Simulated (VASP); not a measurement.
Write the native input for VASP 6.6.1 that does the following.

| Property | Result |
| --- | --- |
| Task | single point |
| Functional | PBE |
| Potentials or basis | VASP PAW PBE potentials, release 64 (Al, N, Si, O) |
| Cutoff | 520 eV |
| k mesh | 1 × 1 × 1, shifted |
| Occupations | fermi-dirac, width 0.3447 eV |
| Spin | no spin polarisation |
| Dipole correction | no |
| Mended | yes |
| Further INCAR settings | LREAL = Auto; ALGO = Normal; EDIFF = 1e-06; NBANDS = 87; ISYM = -1 |

The structure of AlSi8NO16 lies in POSCAR:

```
AlSi8NO16
1.0
    7.6361610000     -0.1511100000     -0.0835260000
   -0.1511100000      7.3133010000     -0.0381800000
   -0.0835260000     -0.0381800000      6.8622450000
Al N Si O
1 1 8 16
Direct
    0.4317593973      0.6213792529      0.7432254889
    0.4244189406      0.3349929050      0.6923782298
    0.5935128995      0.6092474742      0.4116403345
    0.6573087695      0.3200327154      0.9259206311
    0.1725546757      0.5344950535      0.9763874392
    0.2333305031      0.5729130958      0.3292913595
    0.2190985238      0.9294927858      0.0532881670
   -0.0357116486      0.1599285149      0.1675682258
    0.9665914483      0.1685071433      0.7672557771
    0.5147525362      0.9368994620      0.2735598979
    0.4350806792      0.4852496237      0.3070067273
    0.1143638131      0.7489030460      0.2174143404
    0.0727100623      0.4173830854      0.3413545956
    0.4349109601      0.9653886610      0.0727465883
    1.0424538230      0.3663949263      0.8725820714
    0.2308994581      0.7264154190      0.8541747852
    0.7462649147      0.5001963069      0.5160832961
    0.6630008541      0.8001430160      0.2616987982
    0.5415047555      0.5164830846      0.9236373884
    0.4161590032      0.1335631939      0.7482989225
    0.7819461113      0.2132620348      0.0933885595
    0.0057040119     -0.0386659792      0.9640419668
    0.1589910919      0.1199249769      0.1944030890
    0.4440105466      0.7536207603      0.5452599937
    0.7033101612      0.1680995999      0.7276787301
    0.0640884886      0.0186541795      0.6491413920
```

The input as run:

INCAR

```
SYSTEM = AlSi8NO16
  PREC = Accurate
  ENCUT = 520
  EDIFF = 1E-6
  ISMEAR = -1
  SIGMA = 0.3447
  LREAL = Auto
  LASPH = .True.
  NELM = 120
  ALGO = Normal
  ISIF = 2
  LWAVE = .False.
  LCHARG = .False.
  GGA = PE
  ISYM = -1
  NBANDS = 87
  GGA_COMPAT = .False.
```

KPOINTS

```
explicit points
1
Reciprocal
  0.25000000   0.25000000   0.25000000 1
```

Potentials or basis: VASP PAW PBE potentials, release 64 (Al, N, Si, O).

The run is started by

```bash
$ cat potpaw_PBE.64/Al/POTCAR potpaw_PBE.64/N/POTCAR potpaw_PBE.64/Si/POTCAR potpaw_PBE.64/O/POTCAR > POTCAR
$ mpirun -np 1 vasp_std > vasp.out
```

Results of the run:

```yaml
Pressure: 0.0 GPa
Largest_force: 6.901 eV/Å
```

Caveat: the atoms stand as in a frame of molecular dynamics.

Run time: 2.1 min on 1 thread of Intel(R) Xeon(R) Platinum 8375C CPU @ 2.90GHz (Ice Lake), on a shared host, peak memory 0.4 GiB.
